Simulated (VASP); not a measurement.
# Mg2C (Fm-3m) in VASP: single point with r2SCAN0

Aim: the single point of Mg2C with r2SCAN0.

Everything below comes from runs of VASP 6.6.1. Logs are shortened: lines on timing, memory, paths and dates and some standing lists are left out, and cuts for length are marked.

## (1) The cell of the first run

The structure is cubic, space group Fm-3m (No. 225). Conventional cell: a = 5.422 Å, b = 5.422 Å, c = 5.422 Å, α = 90.00°, β = 90.00°, γ = 90.00°. C (site symmetry m-3m) has 8 Mg at 2.35 Å within 3.1 Å. Within 3.1 Å of Mg (site symmetry -43m) lie 4 C at 2.35 Å and 6 Mg at 2.71 Å.

## (2) Single point, r2SCAN0

File POSCAR:

```
Mg2C
1.0
    0.0000000000      2.7109426128      2.7109426128
    2.7109426128      0.0000000000      2.7109426128
    2.7109426128      2.7109426128      0.0000000000
C Mg
1 2
Direct
    0.0000000000      0.0000000000      0.0000000000
    0.2500000000      0.2500000000      0.2500000000
    0.7500000000      0.7500000000      0.7500000000
```

File INCAR.step1:

```
SYSTEM = Mg2C
PREC = Accurate ; ENCUT = 520
EDIFF = 1E-5 ; ISMEAR = 0
SIGMA = 0.01 ; LREAL = .FALSE.
LASPH = .TRUE. ; NELM = 80
ALGO = Normal ; ISIF = 2
LWAVE = .TRUE. ; LCHARG = .FALSE.
NBANDS = 11 ; GGA = PE
```

File INCAR.step2:

```
SYSTEM = Mg2C
PREC = Accurate ; ENCUT = 520
EDIFF = 1E-6 ; ISMEAR = 0
SIGMA = 0.01 ; LREAL = .FALSE.
LASPH = .TRUE. ; NELM = 80
ALGO = Normal ; ISIF = 2
LWAVE = .FALSE. ; LCHARG = .FALSE.
METAGGA = R2SCAN ; LHFCALC = .TRUE.
AEXX = 0.25 ; LMIXTAU = .TRUE.
PRECFOCK = Normal ; NBANDS = 11
ISTART = 1
```

File KPOINTS:

```
Automatic mesh
0
G
  6 6 6
  0 0 0
```

Potentials or basis: VASP PAW PBE potentials, release 64 (C, Mg).

Started as:

```
$ cat potpaw_PBE.64/C/POTCAR potpaw_PBE.64/Mg/POTCAR > POTCAR
$ cp INCAR.step1 INCAR
$ mpirun -np 1 vasp_std > vasp.out
$ cp INCAR.step2 INCAR
$ mpirun -np 1 vasp_std > vasp.out
```

OUTCAR:

```text
SYSTEM = Mg2C
   PREC = Accurate
   ENCUT = 520
   EDIFF = 1E-6
   ISMEAR = 0
   LREAL = .FALSE.
   LASPH = .TRUE.
   NELM = 80
   ISIF = 2
   METAGGA = R2SCAN
   LHFCALC = .TRUE.
   AEXX = 0.25
   PRECFOCK = Normal
   ISTART = 1

 ion  position               nearest neighbor table
   1  0.000  0.000  0.000-   3 2.35   3 2.35   3 2.35   2 2.35   2 2.35   2 2.35   3 2.35   2 2.35

   2  0.250  0.250  0.250-   1 2.35   1 2.35   1 2.35   1 2.35   3 2.71   3 2.71   3 2.71   3 2.71
                             3 2.71   3 2.71
   3  0.750  0.750  0.750-   1 2.35   1 2.35   1 2.35   1 2.35   2 2.71   2 2.71   2 2.71   2 2.71
                             2 2.71   2 2.71

  LATTYP: Found a face centered cubic cell.
 ALAT       =     5.4218852256

  Lattice vectors:

 A1 = (   0.0000000000,   2.7109426128,   2.7109426128)
 A2 = (   2.7109426128,   0.0000000000,   2.7109426128)
 A3 = (   2.7109426128,   2.7109426128,   0.0000000000)

Analysis of symmetry for initial positions (statically):
=====================================================================
 Subroutine PRICEL returns:
 Original cell was already a primitive cell.

 Routine SETGRP: Setting up the symmetry group for a
 face centered cubic supercell.

 Subroutine GETGRP returns: Found 48 space group operations
 (whereof 48 operations were pure point group operations)
 out of a pool of 48 trial point group operations.

The static configuration has the point symmetry O_h .

Analysis of symmetry for dynamics (positions and initial velocities):
=====================================================================
 Subroutine PRICEL returns:
 Original cell was already a primitive cell.

 Routine SETGRP: Setting up the symmetry group for a
 face centered cubic supercell.

 Subroutine GETGRP returns: Found 48 space group operations
 (whereof 48 operations were pure point group operations)
 out of a pool of 48 trial point group operations.

The dynamic configuration has the point symmetry O_h .

 Subroutine INISYM returns: Found 48 space group operations
 (whereof 48 operations are pure point group operations),
 and found     1 'primitive' translations

----------------------------------------------------------------------------------------

                                     Primitive cell

  volume of cell :      39.8466

  direct lattice vectors                    reciprocal lattice vectors
     0.000000000  2.710942613  2.710942613    -0.184437692  0.184437692  0.184437692
     2.710942613  0.000000000  2.710942613     0.184437692 -0.184437692  0.184437692
     2.710942613  2.710942613  0.000000000     0.184437692  0.184437692 -0.184437692

  length of vectors
     3.833851810  3.833851810  3.833851810     0.319455454  0.319455454  0.319455454

  position of ions in fractional coordinates (direct lattice)
     0.000000000  0.000000000  0.000000000
     0.250000000  0.250000000  0.250000000
     0.750000000  0.750000000  0.750000000

  ion indices of the primitive-cell ions
   primitive index   ion index
                 1           1
                 2           2
                 3           3

----------------------------------------------------------------------------------------

 KPOINTS: Automatic mesh

Automatic generation of k-mesh.
 Grid dimensions read from file:
 generate k-points for:    6    6    6

 Generating k-lattice:

  Cartesian coordinates                     Fractional coordinates (reciprocal lattice)
    -0.030739615  0.030739615  0.030739615     0.166666667  0.000000000  0.000000000
     0.030739615 -0.030739615  0.030739615     0.000000000  0.166666667  0.000000000
     0.030739615  0.030739615 -0.030739615     0.000000000  0.000000000  0.166666667

  Length of vectors
     0.053242576  0.053242576  0.053242576

  Shift w.r.t. Gamma in fractional coordinates (k-lattice)
     0.000000000  0.000000000  0.000000000

 Subroutine IBZKPT returns following result:
 ===========================================

 Found     16 irreducible k-points:

 Following reciprocal coordinates:
            Coordinates               Weight
  0.000000  0.000000  0.000000      1.000000
  0.166667  0.000000  0.000000      8.000000
  0.333333  0.000000  0.000000      8.000000
  0.500000  0.000000  0.000000      4.000000
  0.166667  0.166667  0.000000      6.000000
  0.333333  0.166667  0.000000     24.000000
[... 8 lines left out ...]
 -0.333333  0.333333  0.166667     24.000000
 -0.333333  0.500000  0.166667     12.000000
   k-points           NKPTS =     16   k-points in BZ     NKDIM =    216   number of bands    NBANDS=     11
   number of dos      NEDOS =    301   number of ions     NIONS =      3
   total plane-waves  NPLWV =  27000
   dimension x,y,z NGX =    30 NGY =   30 NGZ =   30
   dimension x,y,z NGXF=    60 NGYF=   60 NGZF=   60
   ions per type =               1   2
   NGX,Y,Z   is equivalent  to a cutoff of  13.01, 13.01, 13.01 a.u.
   NGXF,Y,Z  is equivalent  to a cutoff of  26.02, 26.02, 26.02 a.u.
 SYSTEM =  Mg2C
   PREC   = accura    normal or accurate (medium, high low for compatibility)
   ISTART =      1    job   : 0-new  1-cont  2-samecut
   ICHARG =      0    charge: 1-file 2-atom 10-const
   ISPIN  =      1    spin polarized calculation?
   LNONCOLLINEAR =      F non collinear calculations
   LSORBIT =      F    spin-orbit coupling
   LASPH  =      T    aspherical Exc in radial PAW
   ENCUT  =  520.0 eV  38.22 Ry    6.18 a.u.   7.13  7.13  7.13*2*pi/ulx,y,z
   NELM   =     80;   NELMIN=  2; NELMDL=  0     # of ELM steps
   EDIFF  = 0.1E-05   stopping-criterion for ELM
   LREAL  =      F    real-space projection
   EDIFFG = 0.1E-04   stopping-criterion for IOM
   NSW    =      0    number of steps for IOM
   IBRION =     -1    ionic relax: 0-MD 1-quasi-New 2-CG
   NFREE  =      0    steps in history (QN), initial steepest desc. (CG)
   ISIF   =      2    stress and relaxation
   ISYM   =      3    0-nonsym 1-usesym 2-fastsym
   POTIM  = 0.5000    time-step for ionic-motion
   TEBEG  =    0.0;   TEEND  =   0.0 temperature during run
   PSTRESS=    0.0 pullay stress
   NELECT =       8.0000    total number of electrons
   NUPDOWN=      -1.0000    fix difference up-down
   EMIN   =  10.00;   EMAX   =-10.00  energy-range for DOS
   EFERMI =   0.00;   METHOD = LEGACY
   ISMEAR =     0;   SIGMA  =   0.01  broadening in eV -4-tet -1-fermi 0-gaus
   EFERMI_NEDOS =   21; number of points for ismear=-14 and -15
   IALGO  =     38    algorithm
   IMIX   =      1    mixing-type and parameters
     AMIX     =   0.40;   BMIX     =  1.00
     AMIX_MAG =   1.60;   BMIX_MAG =  1.00
  volume/ion in A,a.u.               =      13.28        89.63
  Fermi-wavevector in a.u.,A,eV,Ry     =   0.958608  1.811507 12.502799  0.918930
  Thomas-Fermi vector in A             =   2.087731
   LORBIT       =      0    0 simple, 1 ext, 2 COOP (PROOUT), +10 PAW based schemes
   METAGGA = R2SCAN    functional components
   LHFCALC =     T    Hartree Fock is set to
   PRECFOCK=normal    Normal, Fast or Accurate (Low or Medium for compatibility)
   ENCUT4O =  -1.0   cutoff for four orbital integrals eV
   NKREDX  =     1    reduce k-point grid by
   NKREDY  =     1    reduce k-point grid by
   NKREDZ  =     1    reduce k-point grid by
   AEXX    =    0.2500 exact exchange contribution
   HFSCREEN=    0.0000 screening length (either q_TF or 0.3 A-1)
   HFSCREENC=   0.0000 screening length for correlation (either q_TF or 0.3 A-1)
   ENCUTFOCK=  -1.0 apply spherical cutoff to Coloumb kernel
   IVDW    =     0    specifies the selected vdW correction
   LEPSILON=     F    determine dielectric tensor
   LRPA    =     F    only Hartree local field effects (RPA)
 non-spin polarized calculation
 Gauss-broadening in eV      SIGMA  =   0.01
  energy-cutoff  :      520.00
  volume of cell :       39.85
 maximum number of plane-waves:      1090
 NGX is ok and might be reduce to    30
  NGX = 24; NGY = 24; NGZ = 24

 number of electron       8.0000000 magnetization

 Free energy of the ion-electron system (eV)
  ---------------------------------------------------
  ext. energy  EPLUGINS =         0.00000000
  ---------------------------------------------------
  free energy    TOTEN  =       -18.24717001 eV

  energy without entropy =      -18.24717001  energy(sigma->0) =      -18.24717001

 E-fermi :   2.9059     XC(G=0):  -8.1101

 val. band max:        2.8213926833   @ k =   0.0000   0.0000   0.0000
 cond. band min:       5.1369022698   @ k =   0.5000   0.5000   0.0000
 fundamental gap:      2.3155095865
 Fermi energy:         2.9058972737

 k-point     1 :       0.0000    0.0000    0.0000
  band No.  band energies     occupation
      1      -9.5669      2.00000
      2       2.8214      2.00000
      3       2.8214      2.00000
      4       2.8214      2.00000
      5       6.0678      0.00000
      6      11.5489      0.00000
      7      11.5489      0.00000
      8      11.5489      0.00000
      9      14.7355      0.00000
     10      14.7355      0.00000
     11      16.0126      0.00000

 k-point     2 :       0.1667    0.0000    0.0000
  band No.  band energies     occupation
      1      -9.2505      2.00000
      2       0.9805      2.00000
      3       2.6820      2.00000
      4       2.6820      2.00000
      5       7.3876      0.00000
      6      11.4363      0.00000
      7      11.7513      0.00000
      8      11.7513      0.00000
      9      13.5094      0.00000
     10      13.5094      0.00000
     11      15.4695      0.00000

 k-point     3 :       0.3333    0.0000    0.0000
  band No.  band energies     occupation
      1      -8.4570      2.00000
      2      -1.3975      2.00000
      3       2.4402      2.00000
      4       2.4402      2.00000
      5       8.1772      0.00000
      6      10.8881      0.00000
      7      10.8881      0.00000
      8      11.2773      0.00000
      9      14.9822      0.00000
     10      14.9822      0.00000
     11      15.8725      0.00000
[... 155 lines left out ...]
 k-point    15 :      -0.3333    0.3333    0.1667
  band No.  band energies     occupation
      1      -7.5004      2.00000
      2      -1.4793      2.00000
      3      -0.0176      2.00000
      4       1.1373      2.00000
      5       8.0453      0.00000
      6      10.2925      0.00000
      7      12.4422      0.00000
      8      12.8122      0.00000
      9      14.6826      0.00000
     10      15.8472      0.00000
     11      20.3730      0.00000

 k-point    16 :      -0.3333    0.5000    0.1667
  band No.  band energies     occupation
      1      -7.3504      2.00000
      2      -1.2003      2.00000
      3       0.1168      2.00000
      4       0.3298      2.00000
      5       7.0008      0.00000
      6      10.6583      0.00000
      7      12.2218      0.00000
      8      13.5624      0.00000
      9      15.2917      0.00000
     10      16.7183      0.00000
     11      20.3732      0.00000

------------------------ aborting loop because EDIFF is reached ----------------------------------------

  FORCE on cell =-STRESS in cart. coord.  units (eV):
  Direction    XX          YY          ZZ          XY          YZ          ZX
  --------------------------------------------------------------------------------------
  -------------------------------------------------------------------------------------
  Total       -0.4658233     -0.4658233     -0.4658233     -0.0000000      0.0000000     -0.0000000
  in kB      -18.7301327    -18.7301327    -18.7301327     -0.0000000      0.0000000     -0.0000000
  external PRESSURE =     -18.7301327 kB  Pullay stress =       0.0000000 kB

 VOLUME and BASIS-vectors are now :
 -----------------------------------------------------------------------------
  energy-cutoff  :      520.00
  volume of cell :       39.85
      direct lattice vectors                 reciprocal lattice vectors
     0.000000000  2.710942613  2.710942613    -0.184437692  0.184437692  0.184437692
     2.710942613  0.000000000  2.710942613     0.184437692 -0.184437692  0.184437692
     2.710942613  2.710942613  0.000000000     0.184437692  0.184437692 -0.184437692

 POSITION                                       TOTAL-FORCE (eV/Angst)
 -----------------------------------------------------------------------------------
      0.00000      0.00000      0.00000         0.000000      0.000000      0.000000
      1.35547      1.35547      1.35547         0.000000      0.000000      0.000000
      4.06641      4.06641      4.06641        -0.000000     -0.000000     -0.000000
 -----------------------------------------------------------------------------------
    total drift:                               -0.000000     -0.000000     -0.000000

  FREE ENERGIE OF THE ION-ELECTRON SYSTEM (eV)
  ---------------------------------------------------
  free  energy   TOTEN  =       -18.2471700073 eV

  energy  without entropy=      -18.2471700073  energy(sigma->0) =      -18.24717001
```

Run time: 34 min. Hardware: 1 thread of AMD EPYC 7R43 (Zen 3), shared host; peak memory 0.15 GiB.

Results:

- Free energy: -18.2472 eV
- Pressure: -1.9 GPa
- Band gap on the k mesh: 2.32 eV, indirect (least direct gap 3.25 eV)

Caveat: the PAW data sets were made with another functional, which shifts forces and pressure a little. A k mesh can miss the band edges.
